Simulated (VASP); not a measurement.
# SnSe (Pnma) in VASP: a series of runs, part 2 of 2

VASP 6.6.1.

**5. Relaxation of cell and atoms, PBE (27.48 Å³/atom)**

This run uses another cell than the first one, of 27.48 Å³/atom.

Input file POSCAR:

```
SnSe
1.0
   11.5330766609      0.0000000000      0.0000000000
    0.0000000000      4.2314878467      0.0000000000
    0.0000000000      0.0000000000      4.5041612879
Sn Se
4 4
Direct
    0.8770000000      0.7500000000      0.9090000000
    0.6230000000      0.2500000000      0.4090000000
    0.3770000000      0.7500000000      0.5910000000
    0.1230000000      0.2500000000      0.0910000000
    0.6430000000      0.7500000000      0.9840000000
    0.8570000000      0.2500000000      0.4840000000
    0.1430000000      0.7500000000      0.5160000000
    0.3570000000      0.2500000000      0.0160000000
```

Input file INCAR.step1:

```
SYSTEM = SnSe
GGA = PE
ISMEAR = 0
SIGMA = 0.03
LWAVE = .FALSE.
LCHARG = .FALSE.
NSW = 80
PREC = Accurate
LASPH = .TRUE.
LREAL = .FALSE.
ALGO = Normal
EDIFF = 1E-7
NELM = 120
GGA_COMPAT = .FALSE.
IBRION = 2
ISIF = 3
EDIFFG = -0.002
NELMIN = 4
ENCUT = 620
EFERMI = MIDGAP
KPAR = 8
POTIM = 0.5
```

Input file INCAR.step4:

```
SYSTEM = SnSe
GGA = PE
ISMEAR = 0
SIGMA = 0.03
LWAVE = .FALSE.
LCHARG = .FALSE.
PREC = Accurate
LASPH = .TRUE.
LREAL = .FALSE.
ALGO = Normal
EDIFF = 1E-7
NELM = 120
GGA_COMPAT = .FALSE.
ISIF = 2
ENCUT = 620
EFERMI = MIDGAP
KPAR = 8
```

Input file KPOINTS:

```
Automatic mesh
0
Gamma
  3 7 6
  0 0 0
```

Command:

```
cat potpaw_PBE.64/Sn_d/POTCAR potpaw_PBE.64/Se/POTCAR > POTCAR
cp INCAR.step1 INCAR
cp POSCAR.step1 POSCAR
mpirun -np 8 vasp_std > vasp.out
cp CONTCAR POSCAR
mpirun -np 8 vasp_std > vasp.out
cp CONTCAR POSCAR
mpirun -np 8 vasp_std > vasp.out
cp CONTCAR POSCAR
cp INCAR.step4 INCAR
mpirun -np 8 vasp_std > vasp.out
```

Run time: 22 min. Hardware: 8 MPI ranks of Intel Xeon 6975P-C (Granite Rapids), shared host; peak memory 0.67 GiB.

Results (log left out):

```
Free energy                           : -32.8883 eV
Relaxed volume                        : 28.30 Å³/atom
Relaxed cell                          : a = 11.814 Å, b = 4.211 Å, c = 4.552 Å, α = 90.00°, β = 90.00°, γ = 90.00°
Space group after relaxing (to 0.1 Å) : Pnma (No. 62)
Energy gained by relaxing             : 6.0 meV/atom
Ionic steps                           : 25
Pressure after relaxing               : 0.0 GPa
Band gap on the k mesh                : 0.79 eV (least direct gap 0.94 eV)
```

The path:
```csv
step,energy change (eV),largest force (eV/Å),pressure (GPa),volume (Å³)
1,0.0000,0.1778,0.84,219.81
2,-0.0337,0.0996,-0.19,223.71
3,-0.0377,0.0615,0.17,222.71
4,-0.0424,0.0213,-0.03,225.50
5,-0.0435,0.0250,0.10,225.45
6,-0.0440,0.0209,-0.04,226.24
7,-0.0441,0.0219,-0.04,226.29
8,-0.0447,0.0282,0.03,226.47
9,-0.0453,0.0222,-0.01,226.79
10,-0.0457,0.0164,-0.16,228.20
11,-0.0465,0.0274,0.00,227.25
12,-0.0469,0.0303,0.01,227.13
13,-0.0475,0.0191,-0.01,226.83
14,-0.0477,0.0120,-0.01,226.46
15,-0.0478,0.0059,0.02,226.21
16,-0.0478,0.0066,0.01,226.26
17,-0.0479,0.0064,0.00,226.28
18,-0.0479,0.0039,0.02,226.23
19,-0.0480,0.0014,0.03,226.21
20,-0.0480,0.0026,0.01,226.41
21,-0.0480,0.0019,0.00,226.43
22,-0.0480,0.0016,0.00,226.44
23,-0.0484,0.0016,0.00,226.44
24,-0.0484,0.0010,0.00,226.43
25,-0.0484,0.0010,0.00,226.43
```

Final structure:
```
CELL_PARAMETERS angstrom
11.81351 0.00000 0.00000
0.00000 4.21070 0.00000
0.00000 0.00000 4.55194
ATOMIC_POSITIONS crystal
Sn 0.87822 0.75000 0.88494
Sn 0.62178 0.25000 0.38494
Sn 0.37822 0.75000 0.61506
Sn 0.12178 0.25000 0.11506
Se 0.64497 0.75000 0.97479
Se 0.85503 0.25000 0.47479
Se 0.14497 0.75000 0.52521
Se 0.35503 0.25000 0.02521
```

Levels at points of the mesh, in eV from the valence-band top:
| k point | band 37 | band 38 | band 39 | band 40 | band 41 | band 42 | band 43 | band 44 |
| --- | --- | --- | --- | --- | --- | --- | --- | --- |
| (0.00, 0.00, 0.00) | -1.49 | -1.16 | -0.64 | -0.47 | 0.79 | 2.80 | 2.97 | 3.03 |
| (0.00, 0.00, 0.50) | -0.73 | -0.73 | -0.24 | -0.24 | 1.25 | 1.25 | 1.61 | 1.61 |

Caveat: semilocal functionals underestimate gaps, and a narrow one can read as zero; spin-orbit coupling is left out, which moves the levels of the heavy elements.

**6. Relaxation of cell and atoms, LDA**

This run uses another cell than the first one, of 26.68 Å³/atom.

Input file INCAR:

```
PREC = Accurate
ENCUT = 600
EDIFF = 1E-7
ISMEAR = -1
SIGMA = 0.05
LREAL = False
LASPH = True
NELM = 100
ALGO = Normal
ISIF = 3
LWAVE = False
LCHARG = False
IBRION = 2
NSW = 60
EDIFFG = -0.01
```

Input file KPOINTS:

```
regular mesh
0
Gamma
  3 6 6
```

Changes to POSCAR since step 5:

```diff
@@ -2,5 +2,5 @@
 1.0
-   11.5330766609      0.0000000000      0.0000000000
-    0.0000000000      4.2314878467      0.0000000000
-    0.0000000000      0.0000000000      4.5041612879
+   11.4200000000      0.0000000000      0.0000000000
+    0.0000000000      4.1900000000      0.0000000000
+    0.0000000000      0.0000000000      4.4600000000
 Sn Se
```

Potentials or basis: VASP PAW LDA potentials, release 64 (Sn_d, Se).

Command:

```
cat potpaw_LDA.64/Sn_d/POTCAR potpaw_LDA.64/Se/POTCAR > POTCAR
mpirun -np 1 vasp_std > vasp.out
```

OUTCAR:

```text
PREC = Accurate
   ENCUT = 600
   EDIFF = 1E-7
   ISMEAR = -1
   LREAL = False
   LASPH = True
   NELM = 100
   ISIF = 3
   IBRION = 2
   NSW = 60
   EDIFFG = -0.01

 ion  position               nearest neighbor table
   1  0.877  0.750  0.909-   5 2.69   6 2.83   6 2.83   4 3.60   4 3.60
   2  0.623  0.250  0.409-   6 2.69   5 2.83   5 2.83   3 3.60   3 3.60
   3  0.377  0.750  0.591-   7 2.69   8 2.83   8 2.83   2 3.60   2 3.60
   4  0.123  0.250  0.091-   8 2.69   7 2.83   7 2.83   1 3.60   1 3.60
   5  0.643  0.750  0.984-   1 2.69   2 2.83   2 2.83
   6  0.857  0.250  0.484-   2 2.69   1 2.83   1 2.83
   7  0.143  0.750  0.516-   3 2.69   4 2.83   4 2.83
   8  0.357  0.250  0.016-   4 2.69   3 2.83   3 2.83

  LATTYP: Found a simple orthorhombic cell.
 ALAT       =     4.1900000000
 B/A-ratio  =     1.0644391408
 C/A-ratio  =     2.7255369928

  Lattice vectors:

 A1 = (   0.0000000000,   4.1900000000,   0.0000000000)
 A2 = (   0.0000000000,   0.0000000000,   4.4600000000)
 A3 = (  11.4200000000,   0.0000000000,   0.0000000000)

Analysis of symmetry for initial positions (statically):
=====================================================================
 Subroutine PRICEL returns:
 Original cell was already a primitive cell.

 Routine SETGRP: Setting up the symmetry group for a
 simple orthorhombic supercell.

 Subroutine GETGRP returns: Found  8 space group operations
 (whereof  2 operations were pure point group operations)
 out of a pool of  8 trial point group operations.

The static configuration has the point symmetry S_2 .
[... 177 lines left out ...]

 E-fermi :   5.5474     XC(G=0):  -9.9842

 val. band max:        5.3116565647   @ k =   0.0000   0.0000   0.3333
 cond. band min:       5.7810354953   @ k =   0.0000   0.3333   0.0000
 fundamental gap:      0.4693789306
 Fermi energy:         5.5474384141

 k-point     1 :       0.0000    0.0000    0.0000
  band No.  band energies     occupation
      1     -15.9322      2.00000
      2     -15.9182      2.00000
      3     -15.9171      2.00000
      4     -15.9163      2.00000
      5     -15.9120      2.00000
      6     -15.9118      2.00000
[... 1334 lines left out ...]
  FREE ENERGIE OF THE ION-ELECTRON SYSTEM (eV)
  ---------------------------------------------------
  free  energy   TOTEN  =       -37.9845430189 eV

  energy  without entropy=      -37.9841755461  energy(sigma->0) =      -37.98435928

[... ionic steps 4 to 12 ...]

--------------------------------------- Ionic step       13  -------------------------------------------

 number of electron      79.9999990 magnetization

------------------------ aborting loop because EDIFF is reached ----------------------------------------
[... 79 lines left out ...]
--------------------------------------- Ionic step       15  -------------------------------------------

 number of electron      79.9999988 magnetization

 Free energy of the ion-electron system (eV)
  ---------------------------------------------------
  ext. energy  EPLUGINS =         0.00000000
  ---------------------------------------------------
  free energy    TOTEN  =       -38.01561535 eV

  energy without entropy =      -38.01498676  energy(sigma->0) =      -38.01530106

 E-fermi :   6.2192     XC(G=0): -10.2616

 val. band max:        6.0431112425   @ k =   0.0000   0.0000   0.3333
 cond. band min:       6.4188576149   @ k =   0.0000   0.0000   0.0000
 fundamental gap:      0.3757463724
 Fermi energy:         6.2191655733

 k-point     1 :       0.0000    0.0000    0.0000
  band No.  band energies     occupation
      1     -15.3185      2.00000
      2     -15.2972      2.00000
      3     -15.2959      2.00000
      4     -15.2908      2.00000
      5     -15.2895      2.00000
      6     -15.2894      2.00000
[... 1250 lines left out ...]
  FREE ENERGIE OF THE ION-ELECTRON SYSTEM (eV)
  ---------------------------------------------------
  free  energy   TOTEN  =       -38.0156153544 eV

  energy  without entropy=      -38.0149867621  energy(sigma->0) =      -38.01530106

 reached required accuracy - stopping structural energy minimisation
```

OSZICAR:

```text
N       E                     dE             d eps       ncg     rms          rms(c)
DAV:   1     0.921488919165E+03    0.92149E+03   -0.40010E+04  3304   0.235E+03
DAV:   2     0.123721078110E+03   -0.79777E+03   -0.77627E+03  3072   0.671E+02
[... 138 lines left out ...]
DAV:   1    -0.380159628880E+02   -0.46625E-03   -0.34009E-02  4160   0.952E-01    0.105E-01
DAV:   2    -0.380157369105E+02    0.22598E-03   -0.12429E-03  3976   0.350E-01    0.577E-02
DAV:   3    -0.380156111361E+02    0.12577E-03   -0.30446E-04  3752   0.157E-01    0.136E-02
DAV:   4    -0.380156155583E+02   -0.44222E-05   -0.10092E-04  3424   0.810E-02    0.738E-03
DAV:   5    -0.380156154018E+02    0.15647E-06   -0.42965E-06  4056   0.128E-02    0.458E-03
DAV:   6    -0.380156153544E+02    0.47452E-07   -0.35975E-07  2560   0.407E-03
  15 F= -.38015615E+02 E0= -.38015301E+02  d E =-.118719E-03
```

CONTCAR:

```text
SnSe
   1.00000000000000
    11.3326254712571988    0.0000000000000000    0.0000000000000000
     0.0000000000000000    4.1287256232756935    0.0000000000000000
     0.0000000000000000   -0.0000000000000000    4.3038178734886987
  Sn              Se
     4     4
Direct
     0.8820751176618915    0.7500000000000000    0.9110232559332530
     0.6179248823381085    0.2500000000000000    0.4110232559332529
     0.3820751176618913    0.7500000000000000    0.5889767440667470
     0.1179248823381087    0.2500000000000000    0.0889767440667471
     0.6419509695440876    0.7500000000000000    0.9790567159241826
     0.8580490304559124    0.2500000000000000    0.4790567159241825
     0.1419509695440873    0.7500000000000000    0.5209432840758174
     0.3580490304559128    0.2500000000000000    0.0209432840758175

  0.00000000E+00  0.00000000E+00  0.00000000E+00
  0.00000000E+00  0.00000000E+00  0.00000000E+00
  0.00000000E+00  0.00000000E+00  0.00000000E+00
  0.00000000E+00  0.00000000E+00  0.00000000E+00
  0.00000000E+00  0.00000000E+00  0.00000000E+00
  0.00000000E+00  0.00000000E+00  0.00000000E+00
  0.00000000E+00  0.00000000E+00  0.00000000E+00
  0.00000000E+00  0.00000000E+00  0.00000000E+00
```

Run time: 1.8 h. Hardware: 1 thread of Intel Xeon 8259CL, shared host; peak memory 0.49 GiB.

Results:

| Quantity | Value |
| --- | --- |
| Free energy | -38.0156 eV |
| Relaxed volume | 25.17 Å³/atom |
| Relaxed cell | a = 11.333 Å, b = 4.129 Å, c = 4.304 Å, α = 90.00°, β = 90.00°, γ = 90.00° |
| Space group after relaxing (to 0.1 Å) | Pnma (No. 62) |
| Energy gained by relaxing | 14.3 meV/atom |
| Ionic steps | 15 |
| Pressure after relaxing | 0.0 GPa |
| Largest force after relaxing | 0.008 eV/Å |
| Band gap on the k mesh | 0.38 eV (least direct gap 0.49 eV) |

Forces in eV/Å, atoms in the order of the input:
```
Sn   0.005  0.000 -0.005
Sn  -0.005  0.000 -0.005
Sn   0.005  0.000  0.005
Sn  -0.005  0.000  0.005
Se   0.006  0.000 -0.004
Se  -0.006  0.000 -0.004
Se   0.006  0.000  0.004
Se  -0.006  0.000  0.004
```

Stress tensor (GPa, compression positive):
```
 0.01  0.00  0.00
 0.00 -0.05  0.00
 0.00  0.00  0.05
```

Step by step:
| step | energy change (eV) | largest force (eV/Å) | pressure (GPa) | volume (Å³) |
| --- | --- | --- | --- | --- |
| 1 | 0.0000 | 0.1953 | -1.90 | 213.41 |
| 2 | -0.0820 | 0.2586 | 0.49 | 203.74 |
| 3 | -0.0832 | 0.2415 | 0.21 | 204.73 |
| 4 | -0.0951 | 0.1351 | -0.13 | 204.80 |
| 5 | -0.0973 | 0.0935 | -0.34 | 204.84 |
| 6 | -0.1072 | 0.0649 | -0.19 | 203.36 |
| 7 | -0.1129 | 0.0296 | 0.12 | 200.73 |
| 8 | -0.1131 | 0.0316 | 0.07 | 201.14 |
| 9 | -0.1131 | 0.0311 | 0.08 | 201.06 |
| 10 | -0.1135 | 0.0280 | -0.03 | 201.40 |
| 11 | -0.1135 | 0.0269 | -0.09 | 201.58 |
| 12 | -0.1138 | 0.0198 | -0.06 | 201.50 |
| 13 | -0.1141 | 0.0110 | 0.00 | 201.35 |
| 14 | -0.1141 | 0.0115 | 0.03 | 201.29 |
| 15 | -0.1142 | 0.0075 | 0.00 | 201.37 |

Final structure:
```yaml
crystal:
  lattice:
    - [11.33263, 0.00000, 0.00000]
    - [0.00000, 4.12873, 0.00000]
    - [0.00000, 0.00000, 4.30382]
  atoms:
    - { symbol: Sn, position: [0.88208, 0.75000, 0.91102] }
    - { symbol: Sn, position: [0.61792, 0.25000, 0.41102] }
    - { symbol: Sn, position: [0.38208, 0.75000, 0.58898] }
    - { symbol: Sn, position: [0.11792, 0.25000, 0.08898] }
    - { symbol: Se, position: [0.64195, 0.75000, 0.97906] }
    - { symbol: Se, position: [0.85805, 0.25000, 0.47906] }
    - { symbol: Se, position: [0.14195, 0.75000, 0.52094] }
    - { symbol: Se, position: [0.35805, 0.25000, 0.02094] }
```

Caveat: semilocal functionals underestimate gaps, and a narrow one can read as zero; spin-orbit coupling is left out, which moves the levels of the heavy elements.

**7. Overview**

| task | level | potentials or basis | cell | k mesh | cutoff (eV) | smearing | dipole correction | tolerance level | purpose | passes | gap on the mesh (eV) | pressure (GPa) | relaxed volume (Å³/atom) | largest force (eV/Å) |
| --- | --- | --- | --- | --- | --- | --- | --- | --- | --- | --- | --- | --- | --- | --- |
| single point | PBE exchange alone | VASP PAW PBE potentials, release 64 (Sn_d, Se) | a = 11.644, b = 4.272, c = 4.547 Å, 8 atoms | 3 × 6 × 6 | 520 | fermi-dirac 0.05 eV | no | - | - | - | 0.71 | 8.4 | - | 0.27 |
| single point | RPBE+D3(BJ) | VASP PAW PBE potentials, release 64 (Sn_d, Se) | a = 11.266, b = 4.133, c = 4.400 Å, 8 atoms | 3 × 6 × 6 | 520 | fermi-dirac 0.05 eV | no | - | - | - | 0.57 | -8.2 | - | 0.69 |
| single point | PBE exchange alone | VASP PAW PBE potentials, release 64 (Sn_d, Se) | a = 11.266, b = 4.133, c = 4.400 Å, 8 atoms | 3 × 6 × 6 | 520 | fermi-dirac 0.05 eV | no | - | - | - | 0.65 | 15.7 | - | 0.87 |
| relaxation of cell and atoms | PBE | VASP PAW PBE potentials, release 64 (Sn_d, Se) | relaxed from a = 11.533, b = 4.231, c = 4.504 Å, 8 atoms | 3 × 7 × 6 | 620 | gaussian 0.03 eV | - | standard | cell | 3 | 0.79 | 0.0 | 28.30 | - |
| relaxation of cell and atoms | LDA | VASP PAW LDA potentials, release 64 (Sn_d, Se) | relaxed from a = 11.420, b = 4.190, c = 4.460 Å, 8 atoms | 3 × 6 × 6 | 600 | fermi-dirac 0.05 eV | no | - | - | - | 0.38 | 0.0 | 25.17 | 0.01 |

Alike in all rows: no spin polarisation.

Caveats: semilocal functionals underestimate gaps, and a narrow one can read as zero; spin-orbit coupling is left out, which moves the levels of the heavy elements; the cell stands under pressure (at least some runs); the cell stands under tension (at least some runs); the dispersion term is far too large for a dense solid, which distorts pressure and volume (at least some runs); the PAW data sets were made with another functional, which shifts forces and pressure a little (at least some runs).

Total energies depend on the potentials used, so only differences within one code and one set of settings carry meaning.
